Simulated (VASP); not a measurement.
# Al2O3 (P-3m1) in VASP: notebook

The runs below take Al2O3 through single point, with LDA, PBEsol+D3(BJ), PBEsol.

Everything below comes from runs of VASP 6.6.1. Logs are shortened: lines on timing, memory, paths and dates and some standing lists are left out, and cuts for length are marked.

## Step 1: The cell of the first run

The structure is trigonal, space group P-3m1 (No. 164). The conventional cell has a = 2.963 Å, b = 2.963 Å, c = 7.354 Å, α = 90.00°, β = 90.00°, γ = 120.00°. Al (site symmetry 3m) has 4 O at 1.66 to 1.81 Å within 2.2 Å. O (site symmetry 3m) has 3 Al at 1.81 Å within 2.4 Å. O (site symmetry -3m) has 2 Al at 1.66 Å within 2.2 Å.

## Step 2: Single point, LDA

INCAR

```
SYSTEM = Al2O3
PREC     = Accurate       ! precision mode
ENCUT    = 520            ! plane-wave cutoff, eV
EDIFF    = 1E-6           ! SCF threshold, eV
ISMEAR   = 0              ! smearing method
SIGMA    = 0.01           ! smearing width, eV
LREAL    = .FALSE.        ! projectors in reciprocal space
LASPH    = .TRUE.         ! aspherical terms in the spheres
NELM     = 60             ! most SCF steps
ALGO     = Normal         ! electronic algorithm
ISIF     = 2              ! what is computed and relaxed
LWAVE    = .FALSE.        ! write WAVECAR
LCHARG   = .TRUE.         ! write CHGCAR
GGA      = CA             ! functional
LELF     = .TRUE.         ! ELF
LVHAR    = .TRUE.       
NBANDS   = 20             ! bands
```

KPOINTS

```
Automatic mesh
0
G
  12 12 4
  0 0 0
```

POSCAR

```
Al2O3
1.0
    2.9626035895      0.0000000000      0.0000000000
   -1.4813017948      2.5656899699      0.0000000000
    0.0000000000      0.0000000000      7.3536329082
Al O
2 3
Direct
    0.0000000000      0.0000000000      0.2744172435
    0.0000000000      0.0000000000      0.7255827565
    0.3333333333      0.6666666667      0.1952246649
    0.6666666667      0.3333333333      0.8047753351
    0.0000000000      0.0000000000      0.5000000000
```

Potentials or basis: VASP PAW LDA potentials, release 64 (Al, O).

Launch:

```
$ cat potpaw_LDA.64/Al/POTCAR potpaw_LDA.64/O/POTCAR > POTCAR
$ mpirun -np 1 vasp_std > vasp.out
```

OUTCAR:

```text
SYSTEM = Al2O3
   PREC = Accurate
   ENCUT = 520
   EDIFF = 1E-6
   ISMEAR = 0
   LREAL = .FALSE.
   LASPH = .TRUE.
   NELM = 60
   ISIF = 2
   GGA = CA

 ion  position               nearest neighbor table
   1  0.000  0.000  0.274-   5 1.66   3 1.81   3 1.81   3 1.81   2 3.32
   2  0.000  0.000  0.726-   5 1.66   4 1.81   4 1.81   4 1.81   1 3.32
   3  0.333  0.667  0.195-   1 1.81   1 1.81   1 1.81
   4  0.667  0.333  0.805-   2 1.81   2 1.81   2 1.81
   5  0.000  0.000  0.500-   1 1.66   2 1.66

  LATTYP: Found a hexagonal cell.
 ALAT       =     2.9626035895
 C/A-ratio  =     2.4821521631

  Lattice vectors:

 A1 = (   2.9626035895,   0.0000000000,   0.0000000000)
 A2 = (  -1.4813017948,   2.5656899699,   0.0000000000)
 A3 = (   0.0000000000,   0.0000000000,   7.3536329082)

Analysis of symmetry for initial positions (statically):
=====================================================================
 Subroutine PRICEL returns:
 Original cell was already a primitive cell.

 Routine SETGRP: Setting up the symmetry group for a
 hexagonal supercell.

 Subroutine GETGRP returns: Found 12 space group operations
 (whereof 12 operations were pure point group operations)
 out of a pool of 24 trial point group operations.

The static configuration has the point symmetry D_3d.

Analysis of symmetry for dynamics (positions and initial velocities):
=====================================================================
 Subroutine PRICEL returns:
 Original cell was already a primitive cell.

 Routine SETGRP: Setting up the symmetry group for a
 hexagonal supercell.

 Subroutine GETGRP returns: Found 12 space group operations
 (whereof 12 operations were pure point group operations)
 out of a pool of 24 trial point group operations.

The dynamic configuration has the point symmetry D_3d.

 Subroutine INISYM returns: Found 12 space group operations
 (whereof 12 operations are pure point group operations),
 and found     1 'primitive' translations

----------------------------------------------------------------------------------------

                                     Primitive cell

  volume of cell :      55.8959

  direct lattice vectors                    reciprocal lattice vectors
     2.962603590  0.000000000  0.000000000     0.337540940  0.194879352  0.000000000
    -1.481301795  2.565689970  0.000000000     0.000000000  0.389758705  0.000000000
     0.000000000  0.000000000  7.353632908     0.000000000  0.000000000  0.135987207

  length of vectors
     2.962603590  2.962603590  7.353632908     0.389758705  0.389758705  0.135987207

  position of ions in fractional coordinates (direct lattice)
     0.000000000  0.000000000  0.274417243
     0.000000000  0.000000000  0.725582757
     0.333333333  0.666666667  0.195224665
     0.666666667  0.333333333  0.804775335
     0.000000000  0.000000000  0.500000000

  ion indices of the primitive-cell ions
   primitive index   ion index
                 1           1
                 2           2
                 3           3
                 4           4
                 5           5

----------------------------------------------------------------------------------------

 KPOINTS: Automatic mesh

Automatic generation of k-mesh.
 Grid dimensions read from file:
 generate k-points for:   12   12    4

 Generating k-lattice:

  Cartesian coordinates                     Fractional coordinates (reciprocal lattice)
     0.028128412  0.016239946  0.000000000     0.083333333  0.000000000  0.000000000
     0.000000000  0.032479892  0.000000000     0.000000000  0.083333333  0.000000000
     0.000000000  0.000000000  0.033996802     0.000000000  0.000000000  0.250000000

  Length of vectors
     0.032479892  0.032479892  0.033996802

  Shift w.r.t. Gamma in fractional coordinates (k-lattice)
     0.000000000  0.000000000  0.000000000

 Subroutine IBZKPT returns following result:
 ===========================================

 Found     69 irreducible k-points:

 Following reciprocal coordinates:
            Coordinates               Weight
  0.000000  0.000000  0.000000      1.000000
  0.083333  0.000000  0.000000      6.000000
  0.166667 -0.000000  0.000000      6.000000
  0.250000 -0.000000  0.000000      6.000000
  0.333333 -0.000000  0.000000      6.000000
  0.416667 -0.000000  0.000000      6.000000
[... 16 lines left out ...]
  0.166667 -0.000000  0.250000      6.000000
  0.000000  0.166667  0.250000      6.000000
 [... further k-points ...]
   k-points           NKPTS =     69   k-points in BZ     NKDIM =     69   number of bands    NBANDS=     20
   number of dos      NEDOS =    301   number of ions     NIONS =      5
   total plane-waves  NPLWV =  32256
   dimension x,y,z NGX =    24 NGY =   24 NGZ =   56
   dimension x,y,z NGXF=    48 NGYF=   48 NGZF=  112
   ions per type =               2   3
   NGX,Y,Z   is equivalent  to a cutoff of  13.47, 13.47, 12.66 a.u.
   NGXF,Y,Z  is equivalent  to a cutoff of  26.94, 26.94, 25.32 a.u.
 SYSTEM =  Al2O3
   PREC   = accura    normal or accurate (medium, high low for compatibility)
   ISTART =      0    job   : 0-new  1-cont  2-samecut
   ICHARG =      2    charge: 1-file 2-atom 10-const
   ISPIN  =      1    spin polarized calculation?
   LNONCOLLINEAR =      F non collinear calculations
   LSORBIT =      F    spin-orbit coupling
   LASPH  =      T    aspherical Exc in radial PAW
   ENCUT  =  520.0 eV  38.22 Ry    6.18 a.u.   5.51  5.51 13.67*2*pi/ulx,y,z
   NELM   =     60;   NELMIN=  2; NELMDL= -5     # of ELM steps
   EDIFF  = 0.1E-05   stopping-criterion for ELM
   LREAL  =      F    real-space projection
   EDIFFG = 0.1E-04   stopping-criterion for IOM
   NSW    =      0    number of steps for IOM
   IBRION =     -1    ionic relax: 0-MD 1-quasi-New 2-CG
   NFREE  =      0    steps in history (QN), initial steepest desc. (CG)
   ISIF   =      2    stress and relaxation
   ISYM   =      2    0-nonsym 1-usesym 2-fastsym
   POTIM  = 0.5000    time-step for ionic-motion
   TEBEG  =    0.0;   TEEND  =   0.0 temperature during run
   PSTRESS=    0.0 pullay stress
   NELECT =      24.0000    total number of electrons
   NUPDOWN=      -1.0000    fix difference up-down
   EMIN   =  10.00;   EMAX   =-10.00  energy-range for DOS
   EFERMI =   0.00;   METHOD = LEGACY
   ISMEAR =     0;   SIGMA  =   0.01  broadening in eV -4-tet -1-fermi 0-gaus
   EFERMI_NEDOS =   21; number of points for ismear=-14 and -15
   IALGO  =     38    algorithm
   IMIX   =      4    mixing-type and parameters
     AMIX     =   0.40;   BMIX     =  1.00
     AMIX_MAG =   1.60;   BMIX_MAG =  1.00
  volume/ion in A,a.u.               =      11.18        75.44
  Fermi-wavevector in a.u.,A,eV,Ry     =   1.235052  2.333910 20.753704  1.525354
  Thomas-Fermi vector in A             =   2.369717
   LORBIT       =      0    0 simple, 1 ext, 2 COOP (PROOUT), +10 PAW based schemes
   GGA     = CA    functional components
   LHFCALC =     F    Hartree Fock is set to
   AEXX    =    0.0000 exact exchange contribution
   IVDW    =     0    specifies the selected vdW correction
   LEPSILON=     F    determine dielectric tensor
   LRPA    =     F    only Hartree local field effects (RPA)
 non-spin polarized calculation
 Gauss-broadening in eV      SIGMA  =   0.01
  energy-cutoff  :      520.00
  volume of cell :       55.90
 maximum number of plane-waves:      1539
 NGX is ok and might be reduce to    24
   NGX = 11   NGY = 11   NGZ = 27

 number of electron      24.0000002 magnetization

 Free energy of the ion-electron system (eV)
  ---------------------------------------------------
  ext. energy  EPLUGINS =         0.00000000
  ---------------------------------------------------
  free energy    TOTEN  =       -39.75039983 eV

  energy without entropy =      -39.75039983  energy(sigma->0) =      -39.75039983

 E-fermi :   4.2225     XC(G=0): -10.5604

 val. band max:        4.1381817663   @ k =   0.0000   0.0000   0.0000
 cond. band min:       6.6286861148   @ k =   0.0000   0.0000   0.0000
 fundamental gap:      2.4905043484
 Fermi energy:         4.2224688581

 k-point     1 :       0.0000    0.0000    0.0000
  band No.  band energies     occupation
      1     -15.5595      2.00000
      2     -15.3029      2.00000
      3     -12.5967      2.00000
      4      -1.9017      2.00000
      5      -0.7293      2.00000
      6       0.2504      2.00000
[... 12 lines left out ...]
     19      16.3762      0.00000
     20      16.6887      0.00000

 k-point     2 :       0.0833    0.0000    0.0000
  band No.  band energies     occupation
      1     -15.4978      2.00000
      2     -15.2490      2.00000
      3     -12.5627      2.00000
      4      -1.8739      2.00000
      5      -0.7021      2.00000
      6      -0.0213      2.00000
[... 12 lines left out ...]
     19      16.4158      0.00000
     20      16.5459      0.00000

 k-point     3 :       0.1667   -0.0000    0.0000
  band No.  band energies     occupation
      1     -15.3229      2.00000
      2     -15.0973      2.00000
      3     -12.4689      2.00000
      4      -1.8833      2.00000
      5      -0.9090      2.00000
      6      -0.4980      2.00000
[... 12 lines left out ...]
     19      16.3204      0.00000
     20      16.9677      0.00000

 k-point     4 :       0.2500   -0.0000    0.0000
  band No.  band energies     occupation
      1     -15.0670      2.00000
      2     -14.8804      2.00000
      3     -12.3394      2.00000
      4      -2.2278      2.00000
      5      -1.7205      2.00000
      6      -0.6870      2.00000
[... 429 lines left out ...]
 k-point    23 :       0.1667   -0.0000    0.2500
  band No.  band energies     occupation
      1     -15.2928      2.00000
      2     -15.1319      2.00000
      3     -12.4623      2.00000
      4      -1.9398      2.00000
      5      -0.8908      2.00000
      6      -0.7028      2.00000
[... 12 lines left out ...]
     19      16.6586      0.00000
     20      16.8918      0.00000

 k-point    24 :       0.0000    0.1667    0.2500
  band No.  band energies     occupation
      1     -15.2913      2.00000
      2     -15.1336      2.00000
      3     -12.4618      2.00000
      4      -1.9581      2.00000
      5      -0.9239      2.00000
      6      -0.6951      2.00000
[... 12 lines left out ...]
     19      16.9517      0.00000
     20      16.9787      0.00000

 [... further k-points ...]
[... 5 lines left out ...]
  --------------------------------------------------------------------------------------
  -------------------------------------------------------------------------------------
  Total        0.2490758      0.2490758      0.5569593     -0.0000000      0.0000000     -0.0000000
  in kB        7.1394107      7.1394107     15.9644638     -0.0000000      0.0000000     -0.0000000
  external PRESSURE =      10.0810950 kB  Pullay stress =       0.0000000 kB

 VOLUME and BASIS-vectors are now :
 -----------------------------------------------------------------------------
  energy-cutoff  :      520.00
  volume of cell :       55.90
      direct lattice vectors                 reciprocal lattice vectors
     2.962603590  0.000000000  0.000000000     0.337540940  0.194879352  0.000000000
    -1.481301795  2.565689970  0.000000000     0.000000000  0.389758705  0.000000000
     0.000000000  0.000000000  7.353632908     0.000000000  0.000000000  0.135987207

 POSITION                                       TOTAL-FORCE (eV/Angst)
 -----------------------------------------------------------------------------------
      0.00000      0.00000      2.01796         0.000000     -0.000000     -0.136936
      0.00000      0.00000      5.33567        -0.000000      0.000000      0.136936
     -0.00000      1.71046      1.43561         0.000000     -0.000000     -0.038933
      1.48130      0.85523      5.91802        -0.000000      0.000000      0.038933
      0.00000      0.00000      3.67682         0.000000      0.000000      0.000000
 -----------------------------------------------------------------------------------
    total drift:                                0.000000     -0.000000      0.000000

  FREE ENERGIE OF THE ION-ELECTRON SYSTEM (eV)
  ---------------------------------------------------
  free  energy   TOTEN  =       -39.7503998252 eV

  energy  without entropy=      -39.7503998252  energy(sigma->0) =      -39.75039983
```

Run time: 72 s. Hardware: 1 thread of AMD EPYC 7R43 (Zen 3), shared host; peak memory 0.16 GiB.

What came out:

* Free energy: -39.7504 eV
* Pressure: 1.0 GPa
* Largest force: 0.137 eV/Å
* Band gap on the k mesh: 2.49 eV, direct

Forces in eV/Å, atoms in the order of the input:
```
Al   0.000  0.000 -0.137
Al   0.000  0.000  0.137
O    0.000  0.000 -0.039
O    0.000  0.000  0.039
O    0.000  0.000  0.000
```

Levels at points of the mesh, in eV from the valence-band top:
```csv
k point,band 9,band 10,band 11,band 12,band 13,band 14,band 15,band 16
"(0.00, 0.00, 0.00)",-3.86,-2.39,0.00,0.00,2.49,4.61,7.49,10.67
"(0.50, 0.00, 0.00)",-3.71,-3.25,-1.93,-0.54,4.41,6.25,8.24,9.15
"(0.00, 0.00, 0.50)",-3.76,-3.34,0.00,0.00,3.44,3.66,8.25,8.93
"(0.50, 0.00, 0.50)",-3.60,-3.56,-1.83,-0.53,4.99,5.46,8.31,8.65
```

A k mesh can miss the band edges. A hybrid or GW would open this gap; LDA tends to underestimate it.

## Step 3: Single point, PBEsol+D3(BJ)

This run uses another cell than the first one, of 11.22 Å³/atom, 1.003 times its volume.

INCAR

```
PREC = Accurate
ENCUT = 520
EDIFF = 1E-6
ISMEAR = 0
SIGMA = 0.01
LREAL = False
LASPH = True
NELM = 100
ALGO = Normal
ISIF = 2
LWAVE = False
LCHARG = False
GGA = PS
IVDW = 12
NBANDS = 20
```

KPOINTS

```
Automatic mesh
0
Gamma
  12 12 4
```

POSCAR

```
Al2O3
1.0
    2.9754074609      0.0000000000      0.0000000000
   -1.4877037305      2.5767784478      0.0000000000
    0.0000000000      0.0000000000      7.3142859803
Al O
2 3
Direct
    0.0000000000      0.0000000000      0.2719298737
    0.0000000000      0.0000000000      0.7280701263
    0.3333333333      0.6666666667      0.1905445597
    0.6666666667      0.3333333333      0.8094554403
    0.0000000000      0.0000000000      0.5000000000
```

Potentials or basis: VASP PAW PBE potentials, release 64 (Al, O).

Launch:

```
$ cat potpaw_PBE.64/Al/POTCAR potpaw_PBE.64/O/POTCAR > POTCAR
$ mpirun -np 1 vasp_std > vasp.out
```

Wall time 67 s (1 thread of AMD EPYC 7R43 (Zen 3), shared host); peak memory 0.19 GiB.

Results (log left out):

```yaml
Free_energy: -38.4583 eV
Pressure: 0.3 GPa
Largest_force: 0.092 eV/Å
Band_gap_on_the_k_mesh: 2.41 eV, direct
Dispersion_energy_per_atom: -0.147 eV
```

Forces in eV/Å, atoms in the order of the input:
```
Al   0.000  0.000 -0.092
Al   0.000  0.000  0.092
O    0.000  0.000 -0.001
O    0.000  0.000  0.001
O    0.000  0.000  0.000
```

Stress tensor (GPa, compression positive):
```
0.15 0.00 0.00
0.00 0.15 0.00
0.00 0.00 0.71
```

Levels at points of the mesh, in eV from the valence-band top:
```csv
k point,band 9,band 10,band 11,band 12,band 13,band 14,band 15,band 16
"(0.00, 0.00, 0.00)",-3.79,-2.33,0.00,0.00,2.41,4.57,7.49,10.64
"(0.50, 0.00, 0.00)",-3.68,-3.20,-1.91,-0.53,4.40,6.26,8.29,9.20
"(0.00, 0.00, 0.50)",-3.69,-3.32,0.00,0.00,3.40,3.59,8.20,9.07
"(0.50, 0.00, 0.50)",-3.55,-3.53,-1.81,-0.52,4.99,5.47,8.28,8.79
```

Caveat: the PAW data sets were made with another functional, which shifts forces and pressure a little. Expect the measured gap to be larger: semilocal functionals such as PBEsol lack the derivative discontinuity.

## Step 4: Single point, PBEsol

This run uses another cell than the first one, of 12.33 Å³/atom, 1.103 times its volume.

INCAR

```
SYSTEM = Al2O3
ALGO = Normal ; EDIFF = 1E-7
ENCUT = 520 ; GGA = PS
ISIF = 2 ; ISMEAR = 0
LASPH = .TRUE. ; LCHARG = .FALSE.
LREAL = .FALSE. ; LWAVE = .FALSE.
NBANDS = 20 ; NELM = 80
PREC = Accurate ; SIGMA = 0.01
```

KPOINTS

```
k-points
0
G
  12 12 4
  0 0 0
```

POSCAR

```
Al2O3
1.0
    2.9885023876      0.0000000000      0.0000000000
   -1.4942511938      2.5881189870      0.0000000000
    0.0000000000      0.0000000000      7.9725132722
Al O
2 3
Direct
    0.0000000000      0.0000000000      0.2903795568
    0.0000000000      0.0000000000      0.7096204432
    0.3333333333      0.6666666667      0.2158437515
    0.6666666667      0.3333333333      0.7841562485
    0.0000000000      0.0000000000      0.5000000000
```

Launch:

```
$ cat potpaw_PBE.64/Al/POTCAR potpaw_PBE.64/O/POTCAR > POTCAR
$ mpirun -np 1 vasp_std > vasp.out
```

Wall time 87 s (1 thread of AMD EPYC 7R43 (Zen 3), shared host); peak memory 0.18 GiB.

Results (log left out):

* Free energy: -37.7479 eV
* Pressure: 0.3 GPa
* Largest force: 0.091 eV/Å
* Band gap on the k mesh: 2.40 eV, direct

Forces on the atoms (eV/Å):
```
Al   0.000  0.000 -0.091
Al   0.000  0.000  0.091
O    0.000  0.000 -0.001
O    0.000  0.000  0.001
O    0.000  0.000  0.000
```

Stress tensor (GPa, compression positive):
```
0.10 0.00 0.00
0.00 0.10 0.00
0.00 0.00 0.66
```

Levels at points of the mesh, in eV from the valence-band top:
```tsv
k point	band 9	band 10	band 11	band 12	band 13	band 14	band 15	band 16
(0.00, 0.00, 0.00)	-3.77	-2.57	0.00	0.00	2.40	4.21	7.07	9.60
(0.50, 0.00, 0.00)	-3.60	-3.24	-1.83	-0.51	4.60	6.09	8.33	8.84
(0.00, 0.00, 0.50)	-3.77	-3.04	0.00	0.00	3.22	3.31	8.04	8.06
(0.50, 0.00, 0.50)	-3.55	-3.36	-1.79	-0.51	4.88	5.71	8.18	8.64
```

Caveat: the PAW data sets were made with another functional, which shifts forces and pressure a little.

## Step 5: Summary

| level | potentials or basis | cell | gap on the mesh (eV) | pressure (GPa) | largest force (eV/Å) |
| --- | --- | --- | --- | --- | --- |
| LDA | VASP PAW LDA potentials, release 64 (Al, O) | a = 2.963, b = 2.963, c = 7.354 Å, angles 90.0, 90.0, 120.0°, 5 atoms | 2.49 | 1.0 | 0.14 |
| PBEsol+D3(BJ) | VASP PAW PBE potentials, release 64 (Al, O) | a = 2.975, b = 2.975, c = 7.314 Å, angles 90.0, 90.0, 120.0°, 5 atoms | 2.41 | 0.3 | 0.09 |
| PBEsol | VASP PAW PBE potentials, release 64 (Al, O) | a = 2.989, b = 2.989, c = 7.973 Å, angles 90.0, 90.0, 120.0°, 5 atoms | 2.40 | 0.3 | 0.09 |

Alike in all rows: task single point; no spin polarisation; k mesh 12 × 12 × 4; cutoff (eV) 520; smearing gaussian 0.01 eV.

Caveats: the PAW data sets were made with another functional, which shifts forces and pressure a little (some runs).

Total energies depend on the potentials used, so only differences within one code and one set of settings carry meaning.
